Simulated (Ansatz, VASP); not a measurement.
**Ba in VASP and in Ansatz**

```
CELL_PARAMETERS angstrom
-2.50650 2.50650 2.50650
2.50650 -2.50650 2.50650
2.50650 2.50650 -2.50650
ATOMIC_POSITIONS crystal
Ba 0.00000 0.00000 0.00000
```

Alike in both runs: task relaxation of cell and atoms; functional PBE; k mesh 6 × 6 × 6; occupations fermi-dirac, width 0.05 eV; no spin polarisation.

|  | VASP | Ansatz |
| --- | --- | --- |
| version | VASP 6.6.1 | Ansatz 0.2.0 |
| potentials or method | VASP PAW PBE potentials, release 64 (Ba_sv), cutoff 600 eV | all-electron LAPW, scalar-relativistic |

|  | VASP | Ansatz | Ansatz less VASP |
| --- | --- | --- | --- |
| relaxed volume (Å³/atom) | 64.29 | 63.90 | -0.388 |
| relaxed cell length with the largest relative difference (Å) | 4.371 | 4.362 | -0.0088 |

Ansatz ran all-electron here, and VASP with PAW potentials.

Neither program's run includes spin-orbit coupling. Noted on Ansatz's run: the k mesh is thin for a metal, which can move the energy by tens of meV per atom.
